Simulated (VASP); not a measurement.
# LiNbO3 (R3c) in VASP: notebook, part 2 of 2

VASP 6.6.1.

### Step 4. Relaxation of cell and atoms, PBEsol

This run uses another cell than the first one, of 10.92 Å³/atom.

Contents of INCAR:

```
SYSTEM = LiNbO3
ALGO     = Normal         ! electronic algorithm
EDIFF    = 1E-7           ! SCF threshold, eV
EDIFFG   = -0.01          ! ionic threshold
ENCUT    = 600            ! plane-wave cutoff, eV
GGA      = PS             ! functional
IBRION   = 2              ! ionic algorithm
ISIF     = 3              ! what is computed and relaxed
ISMEAR   = -1             ! smearing method
LASPH    = .TRUE.         ! aspherical terms in the spheres
LCHARG   = .FALSE.        ! write CHGCAR
LREAL    = .FALSE.        ! projectors in reciprocal space
LWAVE    = .FALSE.        ! write WAVECAR
NELM     = 100            ! most SCF steps
NSW      = 100            ! ionic steps
PREC     = Accurate       ! precision mode
SIGMA    = 0.03           ! smearing width, eV
```

Contents of KPOINTS:

```
k-points
0
G
  6 6 6
  0 0 0
```

Contents of POSCAR:

```
LiNbO3
1.0
    2.5973073000      1.4995560688      4.6724046667
   -2.5973073000      1.4995560688      4.6724046667
    0.0000000000     -2.9991121376      4.6724046667
Li Nb O
2 2 6
Direct
    0.7830000000      0.7830000000      0.7830000000
    0.2830000000      0.2830000000      0.2830000000
    0.5000000000      0.5000000000      0.5000000000
    1.0000000000      1.0000000000      0.0000000000
    0.6110000000      0.2190000000      0.8590000000
    0.8590000000      0.6110000000      0.2190000000
    0.1110000000      0.3590000000      0.7190000000
    0.2190000000      0.8590000000      0.6110000000
    0.7190000000      0.1110000000      0.3590000000
    0.3590000000      0.7190000000      0.1110000000
```

Potentials or basis: VASP PAW PBE potentials, release 64 (Li_sv, Nb_sv, O).

Run with:

```console
cat potpaw_PBE.64/Li_sv/POTCAR potpaw_PBE.64/Nb_sv/POTCAR potpaw_PBE.64/O/POTCAR > POTCAR
mpirun -np 1 vasp_std > vasp.out
```

OUTCAR:

```text
SYSTEM = LiNbO3
   EDIFF = 1E-7
   EDIFFG = -0.01
   ENCUT = 600
   GGA = PS
   IBRION = 2
   ISIF = 3
   ISMEAR = -1
   LASPH = .TRUE.
   LREAL = .FALSE.
   NELM = 100
   NSW = 100
   PREC = Accurate

 ion  position               nearest neighbor table
   1  0.783  0.783  0.783-  10 2.09   9 2.09   7 2.09   6 2.25   8 2.25   5 2.25
   2  0.283  0.283  0.283-   8 2.09   5 2.09   6 2.09   7 2.25  10 2.25   9 2.25
   3  0.500  0.500  0.500-   6 1.89   5 1.89   8 1.89   7 2.15  10 2.15   9 2.15
   4  0.000  0.000  0.000-   7 1.89   9 1.89  10 1.89   6 2.15   8 2.15   5 2.15
   5  0.611  0.219  0.859-   3 1.89   2 2.09   4 2.15   1 2.25
   6  0.859  0.611  0.219-   3 1.89   2 2.09   4 2.15   1 2.25
   7  0.111  0.359  0.719-   4 1.89   1 2.09   3 2.15   2 2.25
   8  0.219  0.859  0.611-   3 1.89   2 2.09   4 2.15   1 2.25
   9  0.719  0.111  0.359-   4 1.89   1 2.09   3 2.15   2 2.25
  10  0.359  0.719  0.111-   4 1.89   1 2.09   3 2.15   2 2.25

  LATTYP: Found a trigonal (rhomboedric) cell.
 ALAT       =     5.5521202242
 COS(alpha) =     0.5623177396

  Lattice vectors:

 A1 = (   2.5973073000,   1.4995560688,   4.6724046667)
 A2 = (  -2.5973073000,   1.4995560688,   4.6724046667)
 A3 = (   0.0000000000,  -2.9991121376,   4.6724046667)

Analysis of symmetry for initial positions (statically):
=====================================================================
 Subroutine PRICEL returns:
 Original cell was already a primitive cell.

 Routine SETGRP: Setting up the symmetry group for a
 trigonal (rhombohedral) supercell.

 Subroutine GETGRP returns: Found  6 space group operations
 (whereof  3 operations were pure point group operations)
 out of a pool of 12 trial point group operations.

The static configuration has the point symmetry C_3 .
 The point group associated with its full space group is C_3v.

Analysis of symmetry for dynamics (positions and initial velocities):
[... 170 lines left out ...]

 Free energy of the ion-electron system (eV)
  ---------------------------------------------------
  ext. energy  EPLUGINS =         0.00000000
  ---------------------------------------------------
  free energy    TOTEN  =       -83.38732258 eV

  energy without entropy =      -83.38732258  energy(sigma->0) =      -83.38732258

------------------------ aborting loop because EDIFF is reached ----------------------------------------

  FORCE on cell =-STRESS in cart. coord.  units (eV):
  Direction    XX          YY          ZZ          XY          YZ          ZX
  --------------------------------------------------------------------------------------
  -------------------------------------------------------------------------------------
  Total       -4.7540970     -4.7540970     -4.4476781      0.0000000      0.0000000      0.0000000
  in kB      -69.7591005    -69.7591005    -65.2628723      0.0000000      0.0000000      0.0000000
  external PRESSURE =     -68.2603578 kB  Pullay stress =       0.0000000 kB
[... 113 lines left out ...]
  FREE ENERGIE OF THE ION-ELECTRON SYSTEM (eV)
  ---------------------------------------------------
  free  energy   TOTEN  =       -83.4608043026 eV

  energy  without entropy=      -83.4608043026  energy(sigma->0) =      -83.46080430

[... ionic steps 4 to 9 ...]

--------------------------------------- Ionic step       10  -------------------------------------------

 number of electron      68.0000003 magnetization

------------------------ aborting loop because EDIFF is reached ----------------------------------------
[... 83 lines left out ...]
--------------------------------------- Ionic step       12  -------------------------------------------

 number of electron      68.0000003 magnetization

 Free energy of the ion-electron system (eV)
  ---------------------------------------------------
  ext. energy  EPLUGINS =         0.00000000
  ---------------------------------------------------
  free energy    TOTEN  =       -83.47535947 eV

  energy without entropy =      -83.47535947  energy(sigma->0) =      -83.47535947

 E-fermi :   4.3785     XC(G=0): -11.1235

 val. band max:        3.5651178065   @ k =   0.1667   0.1667   0.1667
 cond. band min:       7.0596561407   @ k =   0.0000   0.0000   0.0000
 fundamental gap:      3.4945383341
 Fermi energy:         4.3784766285

 k-point     1 :       0.0000    0.0000    0.0000
  band No.  band energies     occupation
      1     -50.4710      2.00000
      2     -50.4542      2.00000
      3     -38.2339      2.00000
      4     -38.2306      2.00000
      5     -26.8303      2.00000
      6     -26.8303      2.00000
[... 1021 lines left out ...]
     39       8.7508      0.00000
     40       8.9285      0.00000

 [... further k-points ...]

------------------------ aborting loop because EDIFF is reached ----------------------------------------

  FORCE on cell =-STRESS in cart. coord.  units (eV):
  Direction    XX          YY          ZZ          XY          YZ          ZX
  --------------------------------------------------------------------------------------
  -------------------------------------------------------------------------------------
  Total        0.0214687      0.0214687     -0.0231477      0.0000000      0.0000000      0.0000000
  in kB        0.3282609      0.3282609     -0.3539326      0.0000000      0.0000000      0.0000000
  external PRESSURE =       0.1008631 kB  Pullay stress =       0.0000000 kB
[... 25 lines left out ...]
  FREE ENERGIE OF THE ION-ELECTRON SYSTEM (eV)
  ---------------------------------------------------
  free  energy   TOTEN  =       -83.4753594746 eV

  energy  without entropy=      -83.4753594746  energy(sigma->0) =      -83.47535947

 reached required accuracy - stopping structural energy minimisation
```

OSZICAR:

```text
N       E                     dE             d eps       ncg     rms          rms(c)
DAV:   1     0.835607303075E+03    0.83561E+03   -0.39990E+04  2560   0.198E+03
DAV:   2    -0.224558965944E+02   -0.85806E+03   -0.83983E+03  3416   0.655E+02
DAV:   3    -0.941408357130E+02   -0.71685E+02   -0.71314E+02  3760   0.172E+02
[... 128 lines left out ...]
DAV:   4    -0.834753590026E+02   -0.51460E-05   -0.12140E-04  4320   0.461E-02    0.177E-02
DAV:   5    -0.834753600179E+02   -0.10152E-05   -0.11452E-05  3584   0.187E-02    0.125E-02
DAV:   6    -0.834753601277E+02   -0.10983E-06   -0.34755E-06  3512   0.105E-02    0.667E-03
DAV:   7    -0.834753595219E+02    0.60579E-06   -0.43386E-06  5088   0.991E-03    0.247E-03
DAV:   8    -0.834753594746E+02    0.47294E-07   -0.94562E-08  1296   0.215E-03
  12 F= -.83475359E+02 E0= -.83475359E+02  d E =-.741790E-04
```

Wall time 25 min (1 thread of Intel Xeon 6975P-C (Granite Rapids), shared host); peak memory 0.47 GiB.

What came out:

* Free energy: -83.4754 eV
* Relaxed volume: 10.48 Å³/atom
* Relaxed cell: a = 5.473 Å, b = 5.473 Å, c = 5.473 Å, α = 55.85°, β = 55.85°, γ = 55.85°
* Space group after relaxing (to 0.1 Å): R3c (No. 161)
* Energy gained by relaxing: 8.8 meV/atom
* Ionic steps: 12
* Pressure after relaxing: 0.0 GPa
* Largest force after relaxing: 0.008 eV/Å
* Band gap on the k mesh: 3.49 eV (least direct gap 3.51 eV)

Forces in eV/Å, atoms in the order of the input:
```
Li   0.000  0.000 -0.008
Li   0.000  0.000 -0.008
Nb   0.000  0.000  0.004
Nb   0.000  0.000  0.004
O    0.003  0.003  0.001
O   -0.003  0.001  0.001
O    0.003  0.001  0.001
O    0.001 -0.003  0.001
O   -0.003  0.003  0.001
O   -0.001 -0.003  0.001
```

Step by step:
```tsv
step	energy change (eV)	largest force (eV/Å)	pressure (GPa)	volume (Å³)
1	0.0000	0.3310	-6.83	109.19
2	0.0846	1.0319	10.27	102.00
3	-0.0735	0.2787	-0.50	106.18
4	-0.0851	0.0670	-0.19	105.43
5	-0.0860	0.0491	-0.03	105.15
6	-0.0867	0.0369	-0.02	105.08
7	-0.0876	0.0281	0.02	104.92
8	-0.0876	0.0275	0.03	104.88
9	-0.0879	0.0173	-0.12	104.88
10	-0.0880	0.0190	-0.18	104.87
11	-0.0879	0.0178	0.28	104.66
12	-0.0880	0.0076	0.01	104.78
```

Final structure:
```cif
data_structure
_symmetry_space_group_name_H-M 'P 1'
_symmetry_Int_Tables_number 1
_cell_length_a 5.4733
_cell_length_b 5.4733
_cell_length_c 5.4733
_cell_angle_alpha 55.850
_cell_angle_beta 55.850
_cell_angle_gamma 55.850
_cell_volume 104.78
loop_
_atom_site_label
_atom_site_type_symbol
_atom_site_fract_x
_atom_site_fract_y
_atom_site_fract_z
_atom_site_occupancy
Li1 Li 0.78203 0.78203 0.78203 1
Li2 Li 0.28203 0.28203 0.28203 1
Nb1 Nb 0.49907 0.49907 0.49907 1
Nb2 Nb 0.99907 0.99907 0.99907 1
O1 O 0.60994 0.21942 0.86154 1
O2 O 0.86154 0.60994 0.21942 1
O3 O 0.10994 0.36154 0.71942 1
O4 O 0.21942 0.86154 0.60994 1
O5 O 0.71942 0.10994 0.36154 1
O6 O 0.36154 0.71942 0.10994 1
```

Caveat: the cutoff is under 1.25 times the usual one of these potentials, so pressure, stress and relaxed cells hold a basis-set (Pulay) error; the PAW data sets were made with another functional, which shifts forces and pressure a little. A k mesh can miss the band edges.

### Step 5. Summary

| task | level | cell | cutoff (eV) | gap on the mesh (eV) | largest force (eV/Å) |
| --- | --- | --- | --- | --- | --- |
| single point | PBEsol | a = 5.479 Å, angles 55.9°, 10 atoms, atomic positions A | 520 | 3.51 | 0.04 |
| single point | r2SCAN+rVV10 | a = 5.478 Å, angles 55.7°, 10 atoms, atomic positions B | 520 | 4.02 | 0.03 |
| relaxation of cell and atoms | PBEsol | relaxed from a = 5.552 Å, angles 55.8°, 10 atoms, atomic positions C | 600 | 3.49 | 0.01 |

Alike in all rows: potentials or basis VASP PAW PBE potentials, release 64 (Li_sv, Nb_sv, O); no spin polarisation; k mesh 6 × 6 × 6; smearing fermi-dirac 0.03 eV.

Caveats: the cutoff is under 1.25 times the usual one of these potentials, so pressure, stress and relaxed cells hold a basis-set (Pulay) error; the PAW data sets were made with another functional, which shifts forces and pressure a little.

Absolute energies hang on the potentials; compare differences alone.
